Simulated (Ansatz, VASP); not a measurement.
**Two plane-wave programs on Cd**

The input INCAR:

```
SYSTEM = Cd
ALGO = Fast
EDIFF = 1E-6
ENCUT = 520
GGA = PE
ISIF = 2
ISMEAR = 0
LASPH = .TRUE.
LCHARG = .TRUE.
LELF = .TRUE.
LREAL = .FALSE.
LVHAR = .TRUE.
LWAVE = .FALSE.
NBANDS = 12
NELM = 100
PREC = Accurate
SIGMA = 0.1
```

File KPOINTS:

```
k-points
0
G
  16 16 16
  0 0 0
```

The input POSCAR:

```
Cd
1.0
    0.0000000000      2.1601193479      2.1601193479
    2.1601193479      0.0000000000      2.1601193479
    2.1601193479      2.1601193479      0.0000000000
Cd
1
Direct
    0.0000000000      0.0000000000      0.0000000000
```

Input for Ansatz:

```yaml
crystal:
  lattice:
    - [0.0, 2.1601193479, 2.1601193479]
    - [2.1601193479, 0.0, 2.1601193479]
    - [2.1601193479, 2.1601193479, 0.0]
  atoms:
    - { symbol: Cd, position: [0.0, 0.0, 0.0] }
basis:
  ecutwfc: 420
kpoints:
  mp_grid: { grid: [16, 16, 16] }
hamiltonian:
  xc: pbe
scf:
  occupations: { method: gaussian, width: 0.1 }
output:
  forces: true
  stress: true
  eigenvalues: true
```

Alike in both runs: task single point; functional PBE; k mesh 16 × 16 × 16; occupations gaussian, width 0.1 eV; no spin polarisation.

|  | VASP | Ansatz |
| --- | --- | --- |
| version | VASP 6.6.1 | Ansatz 0.2.0 |
| potentials or method | VASP PAW PBE potentials, release 64 (Cd), cutoff 520 eV | scalar-relativistic, plane waves, PAW |
| valence electrons in the cell | 12 | 20 |

|  | VASP | Ansatz | Ansatz less VASP |
| --- | --- | --- | --- |
| gap on the k mesh at the Fermi level (eV) | none | none | - |
| pressure (GPa) | 8.0 | 7.5 | -0.50 |

A gap of «none» marks a metal or a gap that the smearing closes. VASP's potentials hold 12 valence electrons a cell and Ansatz's 20, so a difference there can come from the potentials and not from the codes.
